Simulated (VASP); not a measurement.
# InRh2 (Fm-3m) in VASP: further runs

The runs below take InRh2 through single point, with PBE.

Program: VASP 6.6.1. These are calculated values, not measurements. Logs are shortened: lines on timing, memory, paths and dates and some standing lists are left out, and cuts for length are marked.

### Step 1. The cell of the first run

It takes space group Fm-3m (No. 225, cubic). Conventional cell: a = 5.781 Å, b = 5.781 Å, c = 5.781 Å, α = 90.00°, β = 90.00°, γ = 90.00°. In (site symmetry m-3m) has 8 Rh at 2.50 Å within 3.3 Å. Rh (site symmetry -43m) has 4 In at 2.50 Å and 6 Rh at 2.89 Å within 3.3 Å.

### Step 2. Single point, PBE

File INCAR:

```
SYSTEM = InRh2
ALGO = Normal
EDIFF = 1E-6
ENCUT = 520
GGA = PE
ISIF = 2
ISMEAR = -1
LASPH = .True.
LCHARG = .False.
LREAL = .False.
LWAVE = .False.
NBANDS = 28
NELM = 60
PREC = Accurate
SIGMA = 0.1
```

File KPOINTS:

```
k-points
0
Gamma
  7 7 7
  0 0 0
```

File POSCAR:

```
InRh2
1.0
    0.0000000000      2.8907046600      2.8907046600
    2.8907046600      0.0000000000      2.8907046600
    2.8907046600      2.8907046600      0.0000000000
In Rh
1 2
Direct
    0.0000000000      0.0000000000      0.0000000000
    0.2500000000      0.2500000000      0.2500000000
    0.7500000000      0.7500000000      0.7500000000
```

Potentials or basis: VASP PAW PBE potentials, release 64 (In_d, Rh_pv).

Command:

```
> cat potpaw_PBE.64/In_d/POTCAR potpaw_PBE.64/Rh_pv/POTCAR > POTCAR
> mpirun -np 1 vasp_std > vasp.out
```

OUTCAR:

```text
SYSTEM = InRh2
   EDIFF = 1E-6
   ENCUT = 520
   GGA = PE
   ISIF = 2
   ISMEAR = -1
   LASPH = .True.
   LREAL = .False.
   NELM = 60
   PREC = Accurate

 ion  position               nearest neighbor table
   1  0.000  0.000  0.000-   3 2.50   3 2.50   3 2.50   2 2.50   3 2.50   2 2.50   2 2.50   2 2.50

   2  0.250  0.250  0.250-   1 2.50   1 2.50   1 2.50   1 2.50   3 2.89   3 2.89   3 2.89   3 2.89
                             3 2.89   3 2.89
   3  0.750  0.750  0.750-   1 2.50   1 2.50   1 2.50   1 2.50   2 2.89   2 2.89   2 2.89   2 2.89
                             2 2.89   2 2.89

  LATTYP: Found a face centered cubic cell.
 ALAT       =     5.7814093200

  Lattice vectors:

 A1 = (   0.0000000000,   2.8907046600,   2.8907046600)
 A2 = (   2.8907046600,   0.0000000000,   2.8907046600)
 A3 = (   2.8907046600,   2.8907046600,   0.0000000000)

Analysis of symmetry for initial positions (statically):
=====================================================================
 Subroutine PRICEL returns:
 Original cell was already a primitive cell.

 Routine SETGRP: Setting up the symmetry group for a
 face centered cubic supercell.

 Subroutine GETGRP returns: Found 48 space group operations
 (whereof 48 operations were pure point group operations)
 out of a pool of 48 trial point group operations.

The static configuration has the point symmetry O_h .

Analysis of symmetry for dynamics (positions and initial velocities):
=====================================================================
 Subroutine PRICEL returns:
 Original cell was already a primitive cell.

 Routine SETGRP: Setting up the symmetry group for a
 face centered cubic supercell.

 Subroutine GETGRP returns: Found 48 space group operations
 (whereof 48 operations were pure point group operations)
 out of a pool of 48 trial point group operations.

The dynamic configuration has the point symmetry O_h .

 Subroutine INISYM returns: Found 48 space group operations
 (whereof 48 operations are pure point group operations),
 and found     1 'primitive' translations

----------------------------------------------------------------------------------------

                                     Primitive cell

  volume of cell :      48.3105

  direct lattice vectors                    reciprocal lattice vectors
     0.000000000  2.890704660  2.890704660    -0.172968206  0.172968206  0.172968206
[... 75 lines left out ...]
   ISTART =      0    job   : 0-new  1-cont  2-samecut
   ICHARG =      2    charge: 1-file 2-atom 10-const
   ISPIN  =      1    spin polarized calculation?
   LNONCOLLINEAR =      F non collinear calculations
   LSORBIT =      F    spin-orbit coupling
   LASPH  =      T    aspherical Exc in radial PAW
   ENCUT  =  520.0 eV  38.22 Ry    6.18 a.u.   7.60  7.60  7.60*2*pi/ulx,y,z
   NELM   =     60;   NELMIN=  2; NELMDL= -5     # of ELM steps
   EDIFF  = 0.1E-05   stopping-criterion for ELM
   LREAL  =      F    real-space projection
   EDIFFG = 0.1E-04   stopping-criterion for IOM
   NSW    =      0    number of steps for IOM
   IBRION =     -1    ionic relax: 0-MD 1-quasi-New 2-CG
   NFREE  =      0    steps in history (QN), initial steepest desc. (CG)
   ISIF   =      2    stress and relaxation
   ISYM   =      2    0-nonsym 1-usesym 2-fastsym
   POTIM  = 0.5000    time-step for ionic-motion
   TEBEG  =    0.0;   TEEND  =   0.0 temperature during run
   PSTRESS=    0.0 pullay stress
   NELECT =      43.0000    total number of electrons
   NUPDOWN=      -1.0000    fix difference up-down
   EMIN   =  10.00;   EMAX   =-10.00  energy-range for DOS
   EFERMI =   0.00;   METHOD = LEGACY
   ISMEAR =    -1;   SIGMA  =   0.10  broadening in eV -4-tet -1-fermi 0-gaus
   EFERMI_NEDOS =   21; number of points for ismear=-14 and -15
   IALGO  =     38    algorithm
   IMIX   =      4    mixing-type and parameters
     AMIX     =   0.40;   BMIX     =  1.00
     AMIX_MAG =   1.60;   BMIX_MAG =  1.00
  volume/ion in A,a.u.               =      16.10       108.67
  Fermi-wavevector in a.u.,A,eV,Ry     =   1.574770  2.975885 33.741115  2.479902
  Thomas-Fermi vector in A             =   2.675855
   LORBIT       =      0    0 simple, 1 ext, 2 COOP (PROOUT), +10 PAW based schemes
   GGA     = PE    functional components
[... 5 lines left out ...]
 non-spin polarized calculation
  energy-cutoff  :      520.00
  volume of cell :       48.31
 maximum number of plane-waves:      1315
   NGX = 15   NGY = 15   NGZ = 15

 number of electron      43.0000001 magnetization

 Free energy of the ion-electron system (eV)
  ---------------------------------------------------
  ext. energy  EPLUGINS =         0.00000000
  ---------------------------------------------------
  free energy    TOTEN  =       -15.37414551 eV

  energy without entropy =      -15.26315148  energy(sigma->0) =      -15.31864850

 E-fermi :  10.0447     XC(G=0): -12.7021

 val. band max:       10.0229643281   @ k =   0.2857   0.2857   0.0000
 cond. band min:      10.0475851739   @ k =   0.1429   0.1429   0.0000
 fundamental gap:      0.0246208459
 Fermi energy:        10.0447193516

 k-point     1 :       0.0000    0.0000    0.0000
  band No.  band energies     occupation
      1     -35.5792      2.00000
      2     -35.5792      2.00000
      3     -35.5792      2.00000
      4     -35.4175      2.00000
      5     -35.4175      2.00000
      6     -35.4175      2.00000
[... 609 lines left out ...]
     27      21.7223      0.00000
     28      22.2125      0.00000

------------------------ aborting loop because EDIFF is reached ----------------------------------------

  FORCE on cell =-STRESS in cart. coord.  units (eV):
  Direction    XX          YY          ZZ          XY          YZ          ZX
  --------------------------------------------------------------------------------------
  -------------------------------------------------------------------------------------
  Total       10.0190301     10.0190301     10.0190301      0.0000000     -0.0000000      0.0000000
  in kB      332.2730350    332.2730350    332.2730350      0.0000000     -0.0000000      0.0000000
  external PRESSURE =     332.2730350 kB  Pullay stress =       0.0000000 kB

 VOLUME and BASIS-vectors are now :
 -----------------------------------------------------------------------------
  energy-cutoff  :      520.00
  volume of cell :       48.31
      direct lattice vectors                 reciprocal lattice vectors
     0.000000000  2.890704660  2.890704660    -0.172968206  0.172968206  0.172968206
     2.890704660  0.000000000  2.890704660     0.172968206 -0.172968206  0.172968206
     2.890704660  2.890704660  0.000000000     0.172968206  0.172968206 -0.172968206

 POSITION                                       TOTAL-FORCE (eV/Angst)
 -----------------------------------------------------------------------------------
      0.00000      0.00000      0.00000        -0.000000     -0.000000     -0.000000
      1.44535      1.44535      1.44535        -0.000000     -0.000000     -0.000000
      4.33606      4.33606      4.33606         0.000000      0.000000      0.000000
 -----------------------------------------------------------------------------------
    total drift:                                0.000000     -0.000000      0.000000

  FREE ENERGIE OF THE ION-ELECTRON SYSTEM (eV)
  ---------------------------------------------------
  free  energy   TOTEN  =       -15.3741455143 eV

  energy  without entropy=      -15.2631514803  energy(sigma->0) =      -15.31864850
```

It took 20 s on 1 thread of Intel Xeon Platinum 8488C (Sapphire Rapids), shared host; peak memory 0.17 GiB.

Results:

```
Free energy : -15.3741 eV
Pressure    : 33.2 GPa
```

Levels at points of the mesh, in eV from the Fermi level:
```csv
k point,band 19,band 20,band 21,band 22,band 23,band 24
"(0.00, 0.00, 0.00)",0.06,0.06,1.05,1.05,7.33,7.87
```

Caveat: spin-orbit coupling is left out, which moves the levels of the heavy elements.

### Step 3. Single point, PBE

File INCAR:

```
PREC = Accurate ; ENCUT = 520
EDIFF = 1E-6 ; ISMEAR = -1
SIGMA = 0.1 ; LREAL = F
LASPH = T ; NELM = 80
ALGO = Normal ; ISIF = 2
LWAVE = F ; LCHARG = F
GGA = PE ; NBANDS = 28
```

File KPOINTS:

```
Automatic mesh
0
Gamma
  7 7 7
```

POSCAR is that of step 2.

Potentials or basis: VASP PAW PBE potentials, release 64 (In_d, Rh_pv).

Command:

```
> cat potpaw_PBE.64/In_d/POTCAR potpaw_PBE.64/Rh_pv/POTCAR > POTCAR
> mpirun -np 1 vasp_std > vasp.out
```

OUTCAR:

```text
PREC = Accurate
   ENCUT = 520
   EDIFF = 1E-6
   ISMEAR = -1
   LREAL = F
   LASPH = T
   NELM = 80
   ISIF = 2
   GGA = PE

 ion  position               nearest neighbor table
   1  0.000  0.000  0.000-   3 2.50   3 2.50   3 2.50   2 2.50   3 2.50   2 2.50   2 2.50   2 2.50

   2  0.250  0.250  0.250-   1 2.50   1 2.50   1 2.50   1 2.50   3 2.89   3 2.89   3 2.89   3 2.89
                             3 2.89   3 2.89
   3  0.750  0.750  0.750-   1 2.50   1 2.50   1 2.50   1 2.50   2 2.89   2 2.89   2 2.89   2 2.89
                             2 2.89   2 2.89

[... 809 lines left out ...]
  Direction    XX          YY          ZZ          XY          YZ          ZX
  --------------------------------------------------------------------------------------
  -------------------------------------------------------------------------------------
  Total       10.0190301     10.0190301     10.0190301      0.0000000     -0.0000000      0.0000000
  in kB      332.2730350    332.2730350    332.2730350      0.0000000     -0.0000000      0.0000000
  external PRESSURE =     332.2730350 kB  Pullay stress =       0.0000000 kB

 VOLUME and BASIS-vectors are now :
 -----------------------------------------------------------------------------
  energy-cutoff  :      520.00
  volume of cell :       48.31
      direct lattice vectors                 reciprocal lattice vectors
     0.000000000  2.890704660  2.890704660    -0.172968206  0.172968206  0.172968206
     2.890704660  0.000000000  2.890704660     0.172968206 -0.172968206  0.172968206
     2.890704660  2.890704660  0.000000000     0.172968206  0.172968206 -0.172968206

 POSITION                                       TOTAL-FORCE (eV/Angst)
 -----------------------------------------------------------------------------------
      0.00000      0.00000      0.00000        -0.000000     -0.000000     -0.000000
      1.44535      1.44535      1.44535        -0.000000     -0.000000     -0.000000
      4.33606      4.33606      4.33606         0.000000      0.000000      0.000000
 -----------------------------------------------------------------------------------
    total drift:                                0.000000     -0.000000      0.000000

  FREE ENERGIE OF THE ION-ELECTRON SYSTEM (eV)
  ---------------------------------------------------
  free  energy   TOTEN  =       -15.3741455143 eV

  energy  without entropy=      -15.2631514803  energy(sigma->0) =      -15.31864850
```

Run time: 23 s. Hardware: 1 thread of Intel Xeon Platinum 8488C (Sapphire Rapids), shared host; peak memory 0.17 GiB.

Results:

| Property | Result |
| --- | --- |
| Free energy | -15.3741 eV |
| Pressure | 33.2 GPa |

Levels at points of the mesh, in eV from the Fermi level:
```csv
k point,band 19,band 20,band 21,band 22,band 23,band 24
"(0.00, 0.00, 0.00)",0.06,0.06,1.05,1.05,7.33,7.87
```

Caveat: spin-orbit coupling is left out, which moves the levels of the heavy elements.
